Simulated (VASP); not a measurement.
Crystal: Co.

```
Co
1.0
     2.50384    0.00000    0.00000
    -1.25192    2.16839    0.00000
     0.00000    0.00000    4.09020
Co
2
Direct
  0.33333 0.66667 0.74014
  0.66667 0.33333 0.25986
```

Base run:

```yaml
Program: VASP 6.6.1
Functional: r2SCAN
Potentials_or_basis: VASP PAW PBE potentials, release 64 (Co)
Cutoff: 520 eV
k_mesh: 12 × 12 × 7
Occupations: fermi-dirac, width 0.05 eV
Spin: collinear spin, ferromagnetic start
Starting_moments: "[2.0, 2.0] μB"
```

Its results: pressure -7.5 GPa; net moment 3.59 μB per cell; site moments Co +1.86 μB; largest force 0.129 eV/Å.

Question: After a change of settings the same cell gave: pressure -13.6 GPa; net moment 3.28 μB per cell; site moments Co +1.66 μB; largest force 0.368 eV/Å. Which change was it?
A. further incar settings from ALGO = Normal; EDIFF = 1e-06; NBANDS = 20 to ALGO = Normal; EDIFF = 1e-07; NBANDS = 20
B. functional from r2SCAN to PBEsol
C. functional from r2SCAN to LDA; potentials or basis from VASP PAW PBE potentials, release 64 (Co) to VASP PAW LDA potentials, release 64 (Co)

Answer: B.

Caveats: the PAW data sets were made with another functional, which shifts forces and pressure a little.
